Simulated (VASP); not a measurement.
The system is Sc2Al.

```
Sc Al
1.0
    -1.70423    2.58272    3.91093
     1.70423   -2.58272    3.91093
     1.70423    2.58272   -3.91093
Sc Al
2 1
Direct
  0.70019 0.20019 0.50000
  0.29981 0.79981 0.50000
  0.00000 0.00000 0.00000
```

```yaml
Program: VASP 6.6.1
Task: relaxation of cell and atoms
Functional: r2SCAN
Potentials_or_basis: VASP PAW PBE potentials, release 64 (Sc_sv, Al)
Cutoff: 600 eV
k_mesh: 6 × 6 × 6
Occupations: gaussian, width 0.1 eV
Spin: no spin polarisation
```

At the start: pressure 0.3 GPa; volume 22.95 Å³/atom.

Question: Where does the relaxation end?

Answer: Over 7 steps the energy falls by 4.7 meV/atom and the volume is 22.94 Å³/atom (-0.1 %); space group Immm (No. 71, to 0.1 Å) before and after.

Step by step:
```csv
step,energy change (eV),largest force (eV/Å),pressure (GPa),volume (Å³)
1,0.0000,0.0792,0.28,68.86
2,-0.0082,0.0252,-0.16,69.25
3,-0.0112,0.0306,-0.63,69.69
4,-0.0130,0.0766,0.17,68.76
5,-0.0131,0.0681,0.03,68.93
6,-0.0136,0.0506,0.02,68.88
7,-0.0141,0.0226,0.03,68.81
```

Final structure:
```
Sc Al
1.0
    -1.65741    2.59497    3.99994
     1.65741   -2.59497    3.99994
     1.65741    2.59497   -3.99994
Sc Al
2 1
Cartesian
  0.0000 2.5950 1.5998
  1.6574 0.0000 2.4002
  0.0000 0.0000 0.0000
```

Caveat: the PAW data sets were made with another functional, which shifts forces and pressure a little.
